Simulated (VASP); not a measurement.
Input of a VASP 6.6.1 run:

Contents of INCAR:

```
SYSTEM = Ta3H
PREC = Accurate
ENCUT = 520
EDIFF = 1E-7
ISMEAR = 0
SIGMA = 0.1
LREAL = .FALSE.
LASPH = .TRUE.
NELM = 150
ALGO = Normal
ISIF = 2
LWAVE = .FALSE.
LCHARG = .FALSE.
ISPIN = 2
MAGMOM = 0 0 0 1
LORBIT = 11
LMAXMIX = 4
LDIPOL = .TRUE.
IDIPOL = 3
DIPOL = 0.5 0.5 0.338
GGA = PE
NBANDS = 29
```

File KPOINTS:

```
Automatic mesh
0
G
  10 10 1
  0 0 0
```

The input POSCAR:

```
Ta3H
1.0
    2.8743098520      0.0000000000      0.0000000000
   -0.9581032840      2.7099253168      0.0000000000
    0.0000000000      0.0000000000     21.5266897253
Ta H
3 1
Direct
    0.5000000000      0.5000000000      0.1858158431
    0.0000000000      0.0000000000      0.2909732295
    0.5000000000      0.5000000000      0.3960985100
    0.6666666667      0.6666666667      0.4797156394
```

Potentials or basis: VASP PAW PBE potentials, release 64 (Ta_pv, H).

Launch:

```console
$ cat potpaw_PBE.64/Ta_pv/POTCAR potpaw_PBE.64/H/POTCAR > POTCAR
$ mpirun -np 1 vasp_std > vasp.out
```

(1) Predict the band gap on the k mesh.

(2) Predict the largest force.

## Answers

(1) zero (filled and empty bands overlap).

(2) 1.309 eV/Å.

Caveat: spin-orbit coupling is left out, which moves the levels of the heavy elements.
